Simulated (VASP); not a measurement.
TiC (rock salt type), 2 atoms in the cell. It takes space group Fm-3m (No. 225, cubic). The conventional cell has a = 4.301 Å, b = 4.301 Å, c = 4.301 Å, α = 90.00°, β = 90.00°, γ = 90.00°. Ti (site symmetry m-3m) has 6 C at 2.15 Å within 2.8 Å. C (site symmetry m-3m) has 6 Ti at 2.15 Å within 2.8 Å. 

* Program: VASP 6.6.1
* Task: single point
* Functional: HSE06
* Potentials or basis: VASP PAW PBE potentials, release 64 (Ti_sv, C)
* Cutoff: 520 eV
* k mesh: 4 × 4 × 4
* Occupations: fermi-dirac, width 0.1 eV
* Spin: no spin polarisation
* Dipole correction: no
* Grid for exact exchange (PRECFOCK): Normal
* Further INCAR settings: ALGO = Normal; EDIFF = 1e-06; NBANDS = 15
* Share of exact exchange: 0.25
* Screening parameter: 0.2079 1/Å

Potentials or basis: VASP PAW PBE potentials, release 64 (Ti_sv, C).

The run is started by

```console
$ cat potpaw_PBE.64/Ti_sv/POTCAR potpaw_PBE.64/C/POTCAR > POTCAR
$ cp INCAR.step1 INCAR
$ mpirun -np 1 vasp_std > vasp.out
$ cp INCAR.step2 INCAR
$ mpirun -np 1 vasp_std > vasp.out
```

Hardware: 1 thread of Intel Xeon 8259CL (shared host).

**Question.** How long does it take, and how much memory?

**Answer.** It took 5.9 min on 1 thread of Intel Xeon 8259CL, on a shared host, peak memory 0.25 GiB. Counts: k points 8.
